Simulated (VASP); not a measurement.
# BN (Qingsongite) (F-43m) in VASP: single point with PBE

Aim: the single point of BN (Qingsongite) with PBE.

Program: VASP 6.6.1. These are calculated values, not measurements. Logs are shortened: lines on timing, memory, paths and dates and some standing lists are left out, and cuts for length are marked.

## (1) The cell of the first run

The structure is cubic, space group F-43m (No. 216). The conventional cell has a = 3.615 Å, b = 3.615 Å, c = 3.615 Å, α = 90.00°, β = 90.00°, γ = 90.00°. B (site symmetry -43m) has 4 N at 1.57 Å within 2.1 Å. Within 2.1 Å of N (site symmetry -43m) lie 4 B at 1.57 Å.

## (2) Single point, PBE

INCAR reads:

```
PREC     = Accurate       # precision mode
ENCUT    = 600            # plane-wave cutoff, eV
EDIFF    = 1E-6           # SCF threshold, eV
ISMEAR   = -1             # smearing method
SIGMA    = 0.1            # smearing width, eV
LREAL    = F              # projectors in reciprocal space
LASPH    = T              # aspherical terms in the spheres
NELM     = 120            # most SCF steps
ALGO     = Normal         # electronic algorithm
ISIF     = 2              # what is computed and relaxed
LWAVE    = F              # write WAVECAR
LCHARG   = F              # write CHGCAR
GGA      = PE             # functional
NBANDS   = 11             # bands
GGA_COMPAT= F
```

KPOINTS reads:

```
Automatic mesh
0
Gamma
  10 10 10
```

POSCAR reads:

```
BN
1.0
    0.0000000000      1.8075000000      1.8075000000
    1.8075000000      0.0000000000      1.8075000000
    1.8075000000      1.8075000000      0.0000000000
B N
1 1
Direct
    0.0000000000      0.0000000000      0.0000000000
    0.2500000000      0.2500000000      0.2500000000
```

Potentials or basis: VASP PAW PBE potentials, release 64 (B, N).

Run with:

```bash
$ cat potpaw_PBE.64/B/POTCAR potpaw_PBE.64/N/POTCAR > POTCAR
$ mpirun -np 1 vasp_std > vasp.out
```

OUTCAR:

```text
PREC = Accurate
   ENCUT = 600
   EDIFF = 1E-6
   ISMEAR = -1
   LREAL = F
   LASPH = T
   NELM = 120
   ISIF = 2
   GGA = PE

 ion  position               nearest neighbor table
   1  0.000  0.000  0.000-   2 1.57   2 1.57   2 1.57   2 1.57
   2  0.250  0.250  0.250-   1 1.57   1 1.57   1 1.57   1 1.57

  LATTYP: Found a face centered cubic cell.
 ALAT       =     3.6150000000

  Lattice vectors:

 A1 = (   0.0000000000,   1.8075000000,   1.8075000000)
 A2 = (   1.8075000000,   0.0000000000,   1.8075000000)
 A3 = (   1.8075000000,   1.8075000000,   0.0000000000)

Analysis of symmetry for initial positions (statically):
=====================================================================
 Subroutine PRICEL returns:
 Original cell was already a primitive cell.

 Routine SETGRP: Setting up the symmetry group for a
 face centered cubic supercell.

 Subroutine GETGRP returns: Found 24 space group operations
 (whereof 24 operations were pure point group operations)
 out of a pool of 48 trial point group operations.

The static configuration has the point symmetry T_d .

Analysis of symmetry for dynamics (positions and initial velocities):
=====================================================================
 Subroutine PRICEL returns:
 Original cell was already a primitive cell.

 Routine SETGRP: Setting up the symmetry group for a
 face centered cubic supercell.

 Subroutine GETGRP returns: Found 24 space group operations
 (whereof 24 operations were pure point group operations)
 out of a pool of 48 trial point group operations.

The dynamic configuration has the point symmetry T_d .

 Subroutine INISYM returns: Found 24 space group operations
 (whereof 24 operations are pure point group operations),
 and found     1 'primitive' translations

----------------------------------------------------------------------------------------

                                     Primitive cell

  volume of cell :      11.8104

  direct lattice vectors                    reciprocal lattice vectors
     0.000000000  1.807500000  1.807500000    -0.276625173  0.276625173  0.276625173
     1.807500000  0.000000000  1.807500000     0.276625173 -0.276625173  0.276625173
     1.807500000  1.807500000  0.000000000     0.276625173  0.276625173 -0.276625173

  length of vectors
     2.556191014  2.556191014  2.556191014     0.479128854  0.479128854  0.479128854

  position of ions in fractional coordinates (direct lattice)
     0.000000000  0.000000000  0.000000000
     0.250000000  0.250000000  0.250000000

  ion indices of the primitive-cell ions
   primitive index   ion index
                 1           1
                 2           2

----------------------------------------------------------------------------------------

 KPOINTS: Automatic mesh

Automatic generation of k-mesh.
 Grid dimensions read from file:
 generate k-points for:   10   10   10

 Generating k-lattice:

  Cartesian coordinates                     Fractional coordinates (reciprocal lattice)
    -0.027662517  0.027662517  0.027662517     0.100000000  0.000000000  0.000000000
     0.027662517 -0.027662517  0.027662517     0.000000000  0.100000000  0.000000000
     0.027662517  0.027662517 -0.027662517     0.000000000  0.000000000  0.100000000

  Length of vectors
     0.047912885  0.047912885  0.047912885

  Shift w.r.t. Gamma in fractional coordinates (k-lattice)
     0.000000000  0.000000000  0.000000000

 Subroutine IBZKPT returns following result:
 ===========================================

 Found     47 irreducible k-points:

 Following reciprocal coordinates:
            Coordinates               Weight
  0.000000  0.000000  0.000000      1.000000
  0.100000  0.000000  0.000000      8.000000
  0.200000  0.000000  0.000000      8.000000
  0.300000  0.000000  0.000000      8.000000
  0.400000  0.000000  0.000000      8.000000
  0.500000  0.000000  0.000000      4.000000
[... 16 lines left out ...]
  0.300000  0.300000  0.000000      6.000000
  0.400000  0.300000  0.000000     24.000000
 [... further k-points ...]
   k-points           NKPTS =     47   k-points in BZ     NKDIM =     47   number of bands    NBANDS=     11
   number of dos      NEDOS =    301   number of ions     NIONS =      2
   total plane-waves  NPLWV =   8000
   dimension x,y,z NGX =    20 NGY =   20 NGZ =   20
   dimension x,y,z NGXF=    40 NGYF=   40 NGZF=   40
   ions per type =               1   1
   NGX,Y,Z   is equivalent  to a cutoff of  13.01, 13.01, 13.01 a.u.
   NGXF,Y,Z  is equivalent  to a cutoff of  26.01, 26.01, 26.01 a.u.
 SYSTEM =  unknown system
   PREC   = accura    normal or accurate (medium, high low for compatibility)
   ISTART =      0    job   : 0-new  1-cont  2-samecut
   ICHARG =      2    charge: 1-file 2-atom 10-const
   ISPIN  =      1    spin polarized calculation?
   LNONCOLLINEAR =      F non collinear calculations
   LSORBIT =      F    spin-orbit coupling
   LASPH  =      T    aspherical Exc in radial PAW
   ENCUT  =  600.0 eV  44.10 Ry    6.64 a.u.   5.11  5.11  5.11*2*pi/ulx,y,z
   NELM   =    120;   NELMIN=  2; NELMDL= -5     # of ELM steps
   EDIFF  = 0.1E-05   stopping-criterion for ELM
   LREAL  =      F    real-space projection
   EDIFFG = 0.1E-04   stopping-criterion for IOM
   NSW    =      0    number of steps for IOM
   IBRION =     -1    ionic relax: 0-MD 1-quasi-New 2-CG
   NFREE  =      0    steps in history (QN), initial steepest desc. (CG)
   ISIF   =      2    stress and relaxation
   ISYM   =      2    0-nonsym 1-usesym 2-fastsym
   POTIM  = 0.5000    time-step for ionic-motion
   TEBEG  =    0.0;   TEEND  =   0.0 temperature during run
   PSTRESS=    0.0 pullay stress
   NELECT =       8.0000    total number of electrons
   NUPDOWN=      -1.0000    fix difference up-down
   EMIN   =  10.00;   EMAX   =-10.00  energy-range for DOS
   EFERMI =   0.00;   METHOD = LEGACY
   ISMEAR =    -1;   SIGMA  =   0.10  broadening in eV -4-tet -1-fermi 0-gaus
   EFERMI_NEDOS =   21; number of points for ismear=-14 and -15
   IALGO  =     38    algorithm
   IMIX   =      4    mixing-type and parameters
     AMIX     =   0.40;   BMIX     =  1.00
     AMIX_MAG =   1.60;   BMIX_MAG =  1.00
  volume/ion in A,a.u.               =       5.91        39.85
  Fermi-wavevector in a.u.,A,eV,Ry     =   1.437749  2.716952 28.124920  2.067123
  Thomas-Fermi vector in A             =   2.556793
   LORBIT       =      0    0 simple, 1 ext, 2 COOP (PROOUT), +10 PAW based schemes
   GGA     = PE    functional components
   LHFCALC =     F    Hartree Fock is set to
   AEXX    =    0.0000 exact exchange contribution
   IVDW    =     0    specifies the selected vdW correction
   LEPSILON=     F    determine dielectric tensor
   LRPA    =     F    only Hartree local field effects (RPA)
 non-spin polarized calculation
  energy-cutoff  :      600.00
  volume of cell :       11.81
 maximum number of plane-waves:       411
   NGX = 11   NGY = 11   NGZ = 11

 number of electron       7.9999999 magnetization

 Free energy of the ion-electron system (eV)
  ---------------------------------------------------
  ext. energy  EPLUGINS =         0.00000000
  ---------------------------------------------------
  free energy    TOTEN  =       -17.45341839 eV

  energy without entropy =      -17.45341839  energy(sigma->0) =      -17.45341839

 E-fermi :   9.3972     XC(G=0): -12.8222

 val. band max:        7.4025076678   @ k =   0.0000   0.0000   0.0000
 cond. band min:      11.8620074930   @ k =   0.5000   0.5000   0.0000
 fundamental gap:      4.4594998252
 Fermi energy:         9.3971515345

 k-point     1 :       0.0000    0.0000    0.0000
  band No.  band energies     occupation
      1     -12.8283      2.00000
      2       7.4025      2.00000
      3       7.4025      2.00000
      4       7.4025      2.00000
      5      16.2223      0.00000
      6      16.2223      0.00000
      7      16.2223      0.00000
      8      17.7526      0.00000
      9      32.1550      0.00000
     10      35.1689      0.00000
     11      35.1689      0.00000

 k-point     2 :       0.1000    0.0000    0.0000
  band No.  band energies     occupation
      1     -12.5851      2.00000
      2       6.1329      2.00000
      3       7.1487      2.00000
      4       7.1487      2.00000
      5      16.4965      0.00000
      6      16.6066      0.00000
      7      16.6066      0.00000
      8      18.5449      0.00000
      9      31.8621      0.00000
     10      32.5685      0.00000
     11      32.5685      0.00000

 k-point     3 :       0.2000    0.0000    0.0000
  band No.  band energies     occupation
      1     -11.8697      2.00000
      2       3.4174      2.00000
      3       6.5778      2.00000
      4       6.5778      2.00000
      5      16.8704      0.00000
      6      17.4016      0.00000
      7      17.4016      0.00000
      8      20.2053      0.00000
      9      31.0953      0.00000
     10      31.0953      0.00000
     11      31.1556      0.00000

 k-point     4 :       0.3000    0.0000    0.0000
  band No.  band energies     occupation
      1     -10.7395      2.00000
      2       0.4607      2.00000
      3       5.9998      2.00000
      4       5.9998      2.00000
      5      17.2146      0.00000
      6      17.9683      0.00000
      7      17.9683      0.00000
      8      21.6030      0.00000
      9      30.6721      0.00000
     10      31.3496      0.00000
     11      31.3496      0.00000
[... 239 lines left out ...]
 k-point    22 :      -0.2000    0.2000    0.0000
  band No.  band energies     occupation
      1     -10.3657      2.00000
      2       1.2404      2.00000
      3       3.1344      2.00000
      4       6.1062      2.00000
      5      17.9640      0.00000
      6      18.3689      0.00000
      7      18.8928      0.00000
      8      21.1255      0.00000
      9      28.7150      0.00000
     10      29.7563      0.00000
     11      34.1869      0.00000

 k-point    23 :       0.3000    0.3000    0.0000
  band No.  band energies     occupation
      1     -10.0592      2.00000
      2       2.1799      2.00000
      3       3.7395      2.00000
      4       3.7395      2.00000
      5      13.5415      0.00000
      6      18.1887      0.00000
      7      22.1332      0.00000
      8      22.1332      0.00000
      9      26.1626      0.00000
     10      34.7801      0.00000
     11      39.2684      0.00000

 k-point    24 :       0.4000    0.3000    0.0000
  band No.  band energies     occupation
      1      -9.0549      2.00000
      2       0.6259      2.00000
      3       2.8911      2.00000
      4       3.3300      2.00000
      5      13.5019      0.00000
      6      18.0402      0.00000
      7      22.8809      0.00000
      8      22.9782      0.00000
      9      27.1095      0.00000
     10      34.4872      0.00000
     11      39.1929      0.00000

 [... further k-points ...]
[... 5 lines left out ...]
  --------------------------------------------------------------------------------------
  -------------------------------------------------------------------------------------
  Total        0.2225206      0.2225206      0.2225206     -0.0000000     -0.0000000      0.0000000
  in kB       30.1867174     30.1867174     30.1867174     -0.0000000     -0.0000000      0.0000000
  external PRESSURE =      30.1867174 kB  Pullay stress =       0.0000000 kB

 VOLUME and BASIS-vectors are now :
 -----------------------------------------------------------------------------
  energy-cutoff  :      600.00
  volume of cell :       11.81
      direct lattice vectors                 reciprocal lattice vectors
     0.000000000  1.807500000  1.807500000    -0.276625173  0.276625173  0.276625173
     1.807500000  0.000000000  1.807500000     0.276625173 -0.276625173  0.276625173
     1.807500000  1.807500000  0.000000000     0.276625173  0.276625173 -0.276625173

 POSITION                                       TOTAL-FORCE (eV/Angst)
 -----------------------------------------------------------------------------------
      0.00000      0.00000      0.00000         0.000000      0.000000      0.000000
      0.90375      0.90375      0.90375        -0.000000     -0.000000     -0.000000
 -----------------------------------------------------------------------------------
    total drift:                                0.000000      0.000000      0.000000

  FREE ENERGIE OF THE ION-ELECTRON SYSTEM (eV)
  ---------------------------------------------------
  free  energy   TOTEN  =       -17.4534183877 eV

  energy  without entropy=      -17.4534183877  energy(sigma->0) =      -17.45341839
```

Wall time 12 s (1 thread of Intel Xeon 8259CL, shared host); peak memory 0.12 GiB.

Results:

```yaml
Free_energy: -17.4534 eV
Pressure: 3.0 GPa
Band_gap_on_the_k_mesh: 4.46 eV, indirect (least direct gap 8.82 eV)
```

Levels at points of the mesh, in eV from the valence-band top:
| k point | band 1 | band 2 | band 3 | band 4 | band 5 | band 6 | band 7 | band 8 | band 9 |
| --- | --- | --- | --- | --- | --- | --- | --- | --- | --- |
| (0.00, 0.00, 0.00) | -20.23 | 0.00 | 0.00 | 0.00 | 8.82 | 8.82 | 8.82 | 10.35 | 24.75 |
| (0.50, 0.00, 0.00) | -16.01 | -10.69 | -1.94 | -1.94 | 10.15 | 10.71 | 10.71 | 15.26 | 23.46 |
| (0.50, 0.50, 0.00) | -14.65 | -8.92 | -4.90 | -4.90 | 4.46 | 9.23 | 17.92 | 17.92 | 20.78 |
